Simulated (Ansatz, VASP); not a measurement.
One calculation of SiO2, two programs

```
CELL_PARAMETERS angstrom
4.07862 0.00000 0.00000
0.00000 4.07862 0.00000
0.00000 0.00000 2.66905
ATOMIC_POSITIONS crystal
Si 0.50000 0.50000 0.50000
Si 0.00000 0.00000 0.00000
O 0.69301 0.69301 0.00000
O 0.19301 0.80699 0.50000
O 0.30699 0.30699 0.00000
O 0.80699 0.19301 0.50000
```

Alike in both runs: task single point; functional PBE; k mesh 6 × 6 × 10; occupations gaussian, width 0.05 eV; no spin polarisation.

```csv
,VASP,Ansatz
version,VASP 6.6.1,Ansatz 0.2.0
potentials or method,"VASP PAW PBE potentials, release 64 (Si, O), cutoff 520 eV","scalar-relativistic, plane waves, PAW"
valence electrons in the cell,32,32
```

Ansatz gave:

* gap on the k mesh at the Fermi level (eV): 6.42
* least direct gap on the mesh (eV): 6.42
* rms of the force components (eV/Å): 0.355

Q: Which values does VASP return?

A: gap on the k mesh at the Fermi level (eV): 6.41; least direct gap on the mesh (eV): 6.41; rms of the force components (eV/Å): 0.362.

Atom by atom the forces differ by 0.007 eV/Å (rms over components). The functional is the same, so the differences come from potentials, cutoffs and numerics.
